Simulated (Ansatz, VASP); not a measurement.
## MgI2: VASP beside Ansatz

The input INCAR:

```
SYSTEM = MgI2
PREC = Accurate
ENCUT = 520
EDIFF = 1E-7
ISMEAR = 0
SIGMA = 0.05
LREAL = .False.
LASPH = .True.
NELM = 60
ALGO = Normal
ISIF = 2
LWAVE = .False.
LCHARG = .False.
GGA = PE
NBANDS = 15
```

Contents of KPOINTS:

```
Automatic mesh
0
Gamma
  6 6 4
  0 0 0
```

The input POSCAR:

```
MgI2
1.0
    4.1537001214      0.0000000000      0.0000000000
   -2.0768500607      3.5972098248      0.0000000000
    0.0000000000      0.0000000000      6.8620000000
Mg I
1 2
Direct
    0.0000000000      0.0000000000      0.0000000000
    0.3130113049      0.6565056524      0.7724063501
    0.6463446382      0.3231723191      0.2571463501
```

Input for Ansatz:

```yaml
crystal:
  lattice:
    - [4.1537001214, 0.0, 0.0]
    - [-2.0768500607, 3.5972098248, 0.0]
    - [0.0, 0.0, 6.862]
  atoms:
    - { symbol: Mg, position: [0.0, 0.0, 0.0] }
    - { symbol: I, position: [0.3130113049, 0.6565056524, 0.7724063501] }
    - { symbol: I, position: [0.6463446382, 0.3231723191, 0.2571463501] }
basis:
  ecutwfc: 420
kpoints:
  mp_grid: { grid: [6, 6, 4] }
hamiltonian:
  xc: pbe
scf:
  occupations: { method: gaussian, width: 0.05 }
output:
  forces: true
  stress: true
  eigenvalues: true
```

Change from the starting cell: all I atoms moved +0.125 Å, as atom 2 towards its neighbour atom 3 (I) at 4.101 Å.

Alike in both runs: task single point; functional PBE; k mesh 6 × 6 × 4; occupations gaussian, width 0.05 eV; no spin polarisation.

|  | VASP | Ansatz |
| --- | --- | --- |
| version | VASP 6.6.1 | Ansatz 0.2.0 |
| potentials or method | VASP PAW PBE potentials, release 64 (Mg, I), cutoff 520 eV | scalar-relativistic, plane waves, PAW |
| valence electrons in the cell | 16 | 44 |

|  | VASP | Ansatz | Ansatz less VASP |
| --- | --- | --- | --- |
| gap on the k mesh at the Fermi level (eV) | 3.42 | 3.44 | +0.017 |
| least direct gap on the mesh (eV) | 3.58 | 3.60 | +0.015 |
| pressure (GPa) | 1.3 | 1.4 | +0.05 |
| traceless stress, the component that is largest in VASP (GPa) | -0.11 | -0.11 | 0.000 |
| rms of the force components (eV/Å) | 0.247 | 0.248 | +0.0007 |

Atom by atom the forces differ by 0.005 eV/Å (rms over components). The functional is the same, so the differences come from potentials, cutoffs and numerics. VASP's potentials hold 16 valence electrons a cell and Ansatz's 44, so a difference there can come from the potentials and not from the codes.

Spin-orbit coupling is off throughout.
